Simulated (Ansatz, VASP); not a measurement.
**FeGe: VASP beside Ansatz**

```
Fe Ge
1.0
     4.89851    0.00000    0.00000
    -2.44926    4.24224    0.00000
     0.00000    0.00000    3.97971
Fe Ge
3 3
Direct
  0.50000 0.00000 0.00000
  0.50000 0.50000 0.00000
  0.00000 0.50000 0.00000
  0.00000 0.00000 0.00000
  0.33333 0.66667 0.50000
  0.66667 0.33333 0.50000
```

Alike in both runs: functional PBEsol; k mesh 6 × 6 × 6; occupations gaussian, width 0.1 eV; collinear spin.

Ansatz relaxed the structure, and its values are those at the end. VASP's run is a single point on that final structure, the one shown.

|  | VASP | Ansatz |
| --- | --- | --- |
| version | VASP 6.6.1 | Ansatz 0.2.0 |
| potentials or method | VASP PAW PBE potentials, release 64 (Fe, Ge_d), cutoff 520 eV | scalar-relativistic, plane waves, PAW |
| valence electrons in the cell | 66 | 90 |

```csv
,VASP,Ansatz,Ansatz less VASP
gap on the k mesh at the Fermi level (eV),none,none,-
pressure (GPa),0.2,0.0,-0.18
net moment per atom (μB),0.65,0.65,0.000
size of the moment on the site where the two differ most (μB),0.09,0.07,-0.022
```

VASP's potentials were made for PBE, not for PBEsol. Site moments also hang on the region over which each program counts them. A gap of «none» marks a metal or a gap that the smearing closes. With one functional, cell and mesh, what is left measures potentials, basis and numerics. VASP's potentials hold 66 valence electrons a cell and Ansatz's 90, so a difference there can come from the potentials and not from the codes.
